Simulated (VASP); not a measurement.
## CdH: single point with PBE

The system is CdH.

```
Cd H
1.0
     3.16928    0.00000    0.00000
    -1.58464    2.74468    0.00000
     0.00000    0.00000   15.28038
Cd H
4 4
Direct
  0.00000 0.00000 0.00000
  0.33333 0.66667 0.25000
  0.00000 0.00000 0.50000
  0.66667 0.33333 0.75000
  0.33333 0.66667 0.56696
  0.66667 0.33333 0.43304
  0.66667 0.33333 0.06696
  0.33333 0.66667 0.93304
```

```yaml
Program: VASP 6.6.1
Task: single point
Functional: PBE
Potentials_or_basis: VASP PAW PBE potentials, release 64 (Cd, H)
Cutoff: 520 eV
k_mesh: 12 × 12 × 2
Occupations: gaussian, width 0.1 eV
Spin: no spin polarisation
Dipole_correction: no
Further_INCAR_settings: ALGO = Fast; EDIFF = 1e-06; NBANDS = 36
```

```
Pressure               : 0.2 GPa
Largest force          : 0.028 eV/Å
Band gap on the k mesh : zero (bands 26 and 27 overlap by 0.25 eV)
```

Forces on the atoms (eV/Å):
```
Cd   0.000  0.000  0.000
Cd   0.000  0.000  0.000
Cd   0.000  0.000  0.000
Cd   0.000  0.000  0.000
H    0.000  0.000  0.028
H    0.000  0.000 -0.028
H    0.000  0.000  0.028
H    0.000  0.000 -0.028
```

Stress tensor (GPa, compression positive):
```
0.23 0.00 0.00
0.00 0.23 0.00
0.00 0.00 0.09
```

Levels at points of the mesh, in eV from the Fermi level:
| k point | band 22 | band 23 | band 24 | band 25 | band 26 | band 27 | band 28 | band 29 | band 30 | band 31 |
| --- | --- | --- | --- | --- | --- | --- | --- | --- | --- | --- |
| (0.00, 0.00, 0.00) | -8.28 | -6.46 | -5.41 | -5.19 | -3.71 | 0.26 | 1.57 | 5.52 | 7.25 | 7.52 |
| (0.50, 0.00, 0.00) | -5.34 | -2.92 | -2.77 | -0.60 | -0.46 | -0.04 | 0.00 | 0.95 | 1.74 | 2.17 |
| (0.00, 0.00, 0.50) | -8.28 | -6.14 | -6.14 | -4.27 | -4.27 | 0.89 | 0.89 | 6.28 | 6.28 | 8.10 |
| (0.50, 0.00, 0.50) | -5.35 | -2.84 | -2.84 | -0.38 | -0.38 | -0.26 | -0.26 | 1.45 | 1.45 | 2.49 |

Run time: 59 s on 1 thread of Intel(R) Xeon(R) 6975P-C (Granite Rapids), on a shared host, peak memory 0.32 GiB.
